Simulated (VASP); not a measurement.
# CdTe (F-43m) in VASP: further runs

Runs on CdTe. Level: LDA. Tasks: vibrations by perturbation theory, elastic constants.

Everything below comes from runs of VASP 6.6.1. Logs are shortened: lines on timing, memory, paths and dates and some standing lists are left out, and cuts for length are marked.

**1. The cell of the first run**

It takes space group F-43m (No. 216, cubic). Conventional cell: a = 5.780 Å, b = 5.780 Å, c = 5.780 Å, α = 90.00°, β = 90.00°, γ = 90.00°. Cd (site symmetry -43m) has 4 Te at 2.50 Å within 3.3 Å. Te (site symmetry -43m) has 4 Cd at 2.50 Å within 3.3 Å.

**2. Vibrations by perturbation theory, LDA**

INCAR

```
PREC = Accurate
ENCUT = 500
EDIFF = 1E-8
ISMEAR = 0
SIGMA = 0.01
LREAL = F
LASPH = T
NELM = 120
ALGO = Normal
ISIF = 2
LWAVE = F
LCHARG = F
GGA = CA
IBRION = 8
NSW = 1
LEPSILON = T
GGA_COMPAT = F
```

KPOINTS

```
Automatic mesh
0
Gamma
  8 8 8
```

POSCAR

```
CdTe
1.0
    0.0000000000      2.8902264006      2.8902264006
    2.8902264006      0.0000000000      2.8902264006
    2.8902264006      2.8902264006      0.0000000000
Cd Te
1 1
Direct
    0.0000000000      0.0000000000      0.0000000000
    0.7500000000      0.7500000000      0.7500000000
```

Potentials or basis: VASP PAW LDA potentials, release 64 (Cd, Te).

Run with:

```
> cat potpaw_LDA.64/Cd/POTCAR potpaw_LDA.64/Te/POTCAR > POTCAR
> mpirun -np 1 vasp_std > vasp.out
```

OUTCAR:

```text
PREC = Accurate
   ENCUT = 500
   EDIFF = 1E-8
   ISMEAR = 0
   LREAL = F
   LASPH = T
   NELM = 120
   ISIF = 2
   GGA = CA
   IBRION = 8
   NSW = 1
   LEPSILON = T

 ion  position               nearest neighbor table
   1  0.000  0.000  0.000-   2 2.50   2 2.50   2 2.50   2 2.50
   2  0.750  0.750  0.750-   1 2.50   1 2.50   1 2.50   1 2.50

  LATTYP: Found a face centered cubic cell.
 ALAT       =     5.7804528012

  Lattice vectors:

 A1 = (   0.0000000000,   2.8902264006,   2.8902264006)
 A2 = (   2.8902264006,   0.0000000000,   2.8902264006)
 A3 = (   2.8902264006,   2.8902264006,   0.0000000000)

Analysis of symmetry for initial positions (statically):
=====================================================================
 Subroutine PRICEL returns:
 Original cell was already a primitive cell.

 Routine SETGRP: Setting up the symmetry group for a
 face centered cubic supercell.

 Subroutine GETGRP returns: Found 24 space group operations
 (whereof 24 operations were pure point group operations)
 out of a pool of 48 trial point group operations.

The static configuration has the point symmetry T_d .

Analysis of symmetry for dynamics (positions and initial velocities):
=====================================================================
 Subroutine PRICEL returns:
 Original cell was already a primitive cell.

 Routine SETGRP: Setting up the symmetry group for a
 face centered cubic supercell.

 Subroutine GETGRP returns: Found 24 space group operations
 (whereof 24 operations were pure point group operations)
 out of a pool of 48 trial point group operations.

The dynamic configuration has the point symmetry T_d .

 Subroutine INISYM returns: Found 24 space group operations
 (whereof 24 operations are pure point group operations),
 and found     1 'primitive' translations

----------------------------------------------------------------------------------------

                                     Primitive cell

  volume of cell :      48.2865

  direct lattice vectors                    reciprocal lattice vectors
     0.000000000  2.890226401  2.890226401    -0.172996828  0.172996828  0.172996828
     2.890226401  0.000000000  2.890226401     0.172996828 -0.172996828  0.172996828
     2.890226401  2.890226401  0.000000000     0.172996828  0.172996828 -0.172996828

  length of vectors
     4.087397374  4.087397374  4.087397374     0.299639296  0.299639296  0.299639296

  position of ions in fractional coordinates (direct lattice)
     0.000000000  0.000000000  0.000000000
     0.750000000  0.750000000  0.750000000

  ion indices of the primitive-cell ions
   primitive index   ion index
                 1           1
                 2           2

----------------------------------------------------------------------------------------

 KPOINTS: Automatic mesh

Automatic generation of k-mesh.
 Grid dimensions read from file:
 generate k-points for:    8    8    8

 Generating k-lattice:

  Cartesian coordinates                     Fractional coordinates (reciprocal lattice)
    -0.021624604  0.021624604  0.021624604     0.125000000  0.000000000  0.000000000
     0.021624604 -0.021624604  0.021624604     0.000000000  0.125000000  0.000000000
     0.021624604  0.021624604 -0.021624604     0.000000000  0.000000000  0.125000000

  Length of vectors
     0.037454912  0.037454912  0.037454912

  Shift w.r.t. Gamma in fractional coordinates (k-lattice)
     0.000000000  0.000000000  0.000000000

 Subroutine IBZKPT returns following result:
 ===========================================

 Found     29 irreducible k-points:

 Following reciprocal coordinates:
            Coordinates               Weight
  0.000000  0.000000  0.000000      1.000000
  0.125000  0.000000  0.000000      8.000000
  0.250000  0.000000  0.000000      8.000000
[... 487 lines left out ...]
  volume of cell :       48.29
      direct lattice vectors                 reciprocal lattice vectors
     0.000000000  2.890226401  2.890226401    -0.172996828  0.172996828  0.172996828
     2.890226401  0.000000000  2.890226401     0.172996828 -0.172996828  0.172996828
     2.890226401  2.890226401  0.000000000     0.172996828  0.172996828 -0.172996828

 POSITION                                       TOTAL-FORCE (eV/Angst)
 -----------------------------------------------------------------------------------
      0.00000      0.00000      0.00000        -0.000000     -0.000000     -0.000000
      4.33534      4.33534      4.33534         0.000000      0.000000      0.000000
 -----------------------------------------------------------------------------------
    total drift:                               -0.000000     -0.000000     -0.000000

  FREE ENERGIE OF THE ION-ELECTRON SYSTEM (eV)
  ---------------------------------------------------
  free  energy   TOTEN  =        -4.7746617475 eV

  energy  without entropy=       -4.7746617475  energy(sigma->0) =       -4.77466175

 HEAD OF MICROSCOPIC STATIC DIELECTRIC TENSOR (INDEPENDENT PARTICLE, excluding Hartree and local field effects)
 ------------------------------------------------------
           9.748570    -0.000000    -0.000000
          -0.000000     9.748570     0.000000
          -0.000000    -0.000000     9.748570
 ------------------------------------------------------

 Free energy of the ion-electron system (eV)
  ---------------------------------------------------
  ---------------------------------------------------
  free energy    TOTEN  =        -1.14829935 eV

  energy without entropy =       -1.14829935

------------------------ aborting loop because EDIFF is reached ----------------------------------------

--------------------------------------- Ionic step        2  -------------------------------------------

------------------------ aborting loop because EDIFF is reached ----------------------------------------

--------------------------------------- Ionic step        3  -------------------------------------------

------------------------ aborting loop because EDIFF is reached ----------------------------------------

 PIEZOELECTRIC TENSOR FIELD DIRECTION 3  (e Angst)
 -----------------------------------------------------------------------------
    -0.00168  1.15594  0.00000           (  0.00000 -0.06511  0.00000)
     1.15594 -0.00168  0.00000           ( -0.06511  0.00000  0.00000)
     0.00000  0.00000  0.00044           (  0.00000  0.00000  0.00000)

 PIEZOELECTRIC TENSOR FIELD DIRECTION 3  (C/m^2)
 -----------------------------------------------------------------------------
    -0.00056  0.38355  0.00000
     0.38355 -0.00056  0.00000
     0.00000  0.00000  0.00015

--------------------------------------- Ionic step        4  -------------------------------------------

------------------------ aborting loop because EDIFF is reached ----------------------------------------

[... ionic steps 5 to 6 ...]

--------------------------------------- Ionic step        7  -------------------------------------------

 Free energy of the ion-electron system (eV)
  ---------------------------------------------------
  ---------------------------------------------------
  free energy    TOTEN  =        -0.04821753 eV

  energy without entropy =       -0.04821753

------------------------ aborting loop because EDIFF is reached ----------------------------------------

 INTERNAL STRAIN TENSOR  FOR ION    2  DIRECTION 1   (eV/Angst):
 -----------------------------------------------------------------------------
    -0.01637  0.00000  0.00000
     0.00000  0.01150 23.45490
     0.00000 23.45490  0.01150

 MACROSCOPIC STATIC DIELECTRIC TENSOR (including local field effects in DFT)
 ------------------------------------------------------
           9.225115     0.000000     0.000000
           0.000000     9.225115    -0.000000
           0.000000     0.000000     9.225115
 ------------------------------------------------------

 PIEZOELECTRIC TENSOR (including local field effects)  for field in x, y, z        (e  Angst)
          XX          YY          ZZ          XY          YZ          ZX
  --------------------------------------------------------------------------------
  x    -0.00000     0.00000     0.00000     0.00000     1.17971     0.00000
  y     0.00000     0.00000    -0.00000     0.00000    -0.00000     1.17971
  z     0.00000    -0.00000     0.00000     1.17971     0.00000     0.00000

 PIEZOELECTRIC TENSOR (including local field effects)  for field in x, y, z        (C/m^2)
          XX          YY          ZZ          XY          YZ          ZX
  --------------------------------------------------------------------------------
  x    -0.00000     0.00000     0.00000     0.00000     0.39144     0.00000
  y     0.00000     0.00000    -0.00000     0.00000    -0.00000     0.39144
  z     0.00000    -0.00000     0.00000     0.39144     0.00000     0.00000

 BORN EFFECTIVE CHARGES (including local field effects) (in |e|, cummulative output)
 ---------------------------------------------------------------------------------
 ion    1
    1     1.55915     0.00000     0.00000
    2     0.00000     1.55915     0.00000
    3     0.00000     0.00000     1.55915
 ion    2
    1    -1.55915     0.00000     0.00000
    2     0.00000    -1.55915     0.00000
    3     0.00000     0.00000    -1.55915

 INTERNAL STRAIN TENSOR FOR ION    2 for displacements in x,y,z  (eV/Angst):
          X           Y           Z          XY          YZ          ZX
  --------------------------------------------------------------------------------
  x    -0.00000     0.00000     0.00000     0.00000    23.45490     0.00000
  y    -0.00000    -0.00000    -0.00000     0.00000     0.00000    23.45490
  z     0.00000     0.00000    -0.00000    23.45490     0.00000     0.00000

 SECOND DERIVATIVES (NOT SYMMETRIZED)
 ------------------------------------
               1X          1Y          1Z          2X          2Y          2Z
  1X   -13.320857    0.000000    0.000000   13.320857    0.000000    0.000000
  1Y     0.000000  -13.320857    0.000000    0.000000   13.320857    0.000000
  1Z     0.000000    0.000000  -13.320857    0.000000    0.000000   13.320857
  2X    13.295849    0.000000    0.000000  -13.295849    0.000000    0.000000
  2Y     0.000000   13.295849    0.000000    0.000000  -13.295849    0.000000
  2Z     0.000000    0.000000   13.295849    0.000000    0.000000  -13.295849

 Eigenvectors and eigenvalues of the dynamical matrix
 ----------------------------------------------------

   1 f  =    7.377542 THz    46.354462 2PiTHz  246.088303 cm-1    30.511047 meV
             X         Y         Z           dx          dy          dz
      0.000000  0.000000  0.000000    -0.729459    0.000000    0.000000
      4.335340  4.335340  4.335340     0.684025    0.000000    0.000000
[... 21 lines left out ...]
   6 f/i=    0.003459 THz     0.021731 2PiTHz    0.115366 cm-1     0.014304 meV
             X         Y         Z           dx          dy          dz
      0.000000  0.000000  0.000000    -0.684025    0.000000    0.000000
      4.335340  4.335340  4.335340    -0.729459    0.000000    0.000000

--------------------------------------------------------------------------------------------------------

 MACROSCOPIC STATIC DIELECTRIC TENSOR IONIC CONTRIBUTION
 ------------------------------------------------------
           0.684531     0.000000     0.000000
           0.000000     0.684531     0.000000
           0.000000     0.000000     0.684531
 ------------------------------------------------------

 ELASTIC MODULI CONTR FROM IONIC RELAXATION (kBar)
 Direction    XX          YY          ZZ          XY          YZ          ZX
 --------------------------------------------------------------------------------
 XX          -0.0000      0.0000      0.0000     -0.0000      0.0000      0.0000
 YY           0.0000     -0.0000     -0.0000     -0.0000     -0.0000      0.0000
 ZZ           0.0000     -0.0000     -0.0000      0.0000     -0.0000      0.0000
 XY          -0.0000     -0.0000      0.0000  -1392.7093      0.0000      0.0000
 YZ           0.0000     -0.0000     -0.0000      0.0000  -1392.7093      0.0000
 ZX           0.0000      0.0000      0.0000      0.0000      0.0000  -1392.7093
 --------------------------------------------------------------------------------

 PIEZOELECTRIC TENSOR IONIC CONTR  for field in x, y, z        (C/m^2)
          XX          YY          ZZ          XY          YZ          ZX
  --------------------------------------------------------------------------------
  x     0.00000    -0.00000    -0.00000     0.00000    -0.91875     0.00000
  y     0.00000     0.00000     0.00000     0.00000     0.00000    -0.91875
  z    -0.00000    -0.00000     0.00000    -0.91875     0.00000     0.00000
```

Wall time 13 min (1 thread of Intel Xeon 8259CL, shared host); peak memory 0.29 GiB.

What came out:

- Electronic dielectric tensor (diagonal): 9.23
- Born charges (mean of the diagonal): Cd +1.56; Te -1.56 e
- Highest phonon frequency at Γ, LO-TO splitting left out: 246 cm⁻¹

Phonon frequencies in cm⁻¹ (negative: imaginary):
| q point | frequencies |
| --- | --- |
| (0.000, 0.000, 0.000) | 0 0 0 246 246 246 |

Electronic dielectric tensor:
```
9.23 0.00 0.00
0.00 9.23 0.00
0.00 0.00 9.23
```

Born effective charge tensors (e):
atom 1, Cd
```
1.56 0.00 0.00
0.00 1.56 0.00
0.00 0.00 1.56
```
atom 2, Te
```
-1.56  0.00  0.00
 0.00 -1.56  0.00
 0.00  0.00 -1.56
```

Caveat: the cell stands under pressure or tension, which shifts response properties; spin-orbit coupling is left out, which moves the levels of the heavy elements.

**3. Elastic constants, LDA**

This run uses another cell than the first one, of 32.90 Å³/atom.

INCAR

```
PREC = Accurate
ENCUT = 600
EDIFF = 1E-8
ISMEAR = 0
SIGMA = 0.01
LREAL = F
LASPH = T
NELM = 100
ALGO = Normal
ISIF = 3
LWAVE = F
LCHARG = F
IBRION = 6
NFREE = 2
POTIM = 0.015
NSW = 1
```

KPOINTS is that of step 2.

POSCAR

```
CdTe
1.0
    0.0000000000      3.2043396929      3.2043396929
    3.2043396929      0.0000000000      3.2043396929
    3.2043396929      3.2043396929      0.0000000000
Cd Te
1 1
Direct
    0.0000000000      0.0000000000      0.0000000000
    0.2500000000      0.2500000000      0.2500000000
```

Potentials or basis: VASP PAW LDA potentials, release 64 (Cd, Te).

Run with:

```
> cat potpaw_LDA.64/Cd/POTCAR potpaw_LDA.64/Te/POTCAR > POTCAR
> mpirun -np 1 vasp_std > vasp.out
```

Run time: 19 min. Hardware: 1 thread of Intel Xeon 6975P-C (Granite Rapids), shared host; peak memory 0.39 GiB.

Results (log left out):

- Elastic constants C11, C12, C44: 59, 41, 21 GPa
- Voigt bulk modulus: 47 GPa
- Highest phonon frequency at Γ, LO-TO splitting left out: 150 cm⁻¹

Phonon frequencies in cm⁻¹ (negative: imaginary):
| q point | frequencies |
| --- | --- |
| (0.000, 0.000, 0.000) | 0 0 0 150 150 150 |

Elastic tensor in Voigt notation (GPa, in the Cartesian axes of the cell as first typed):
```
59 41 41  0  0  0
41 59 41  0  0  0
41 41 59  0  0  0
 0  0  0 21  0  0
 0  0  0  0 21  0
 0  0  0  0  0 21
```

Clamped-ion elastic tensor (GPa):
```
59 41 41  0  0  0
41 59 41  0  0  0
41 41 59  0  0  0
 0  0  0 43  0  0
 0  0  0  0 43  0
 0  0  0  0  0 43
```

Caveat: spin-orbit coupling is left out, which moves the levels of the heavy elements.
